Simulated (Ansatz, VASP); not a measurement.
## NaF in VASP and in Ansatz

```
Na F
1.0
     0.00000    2.28845    2.28845
     2.28845    0.00000    2.28845
     2.28845    2.28845    0.00000
Na F
1 1
Direct
  0.00000 0.00000 0.00000
  0.50000 0.50000 0.50000
```

Change from the starting cell: strain -0.015 along x and y, -0.015 along z, atoms carried along.

Alike in both runs: task single point; functional PBE; k mesh 8 × 8 × 8; occupations gaussian, width 0.05 eV; no spin polarisation.

|  | VASP | Ansatz |
| --- | --- | --- |
| version | VASP 6.6.1 | Ansatz 0.2.0 |
| potentials or method | VASP PAW PBE potentials, release 64 (Na_pv, F), cutoff 520 eV | scalar-relativistic, plane waves, PAW |
| valence electrons in the cell | 14 | 16 |

Ansatz gave:

| Item | Value |
| --- | --- |
| gap on the k mesh at the Fermi level (eV) | 6.52 |
| least direct gap on the mesh (eV) | 6.52 |
| pressure (GPa) | 4.3 |

Task: Which values does VASP return?

Result: gap on the k mesh at the Fermi level (eV): 6.50; least direct gap on the mesh (eV): 6.50; pressure (GPa): 4.2.

VASP's potentials hold 14 valence electrons a cell and Ansatz's 16, so a difference there can come from the potentials and not from the codes.
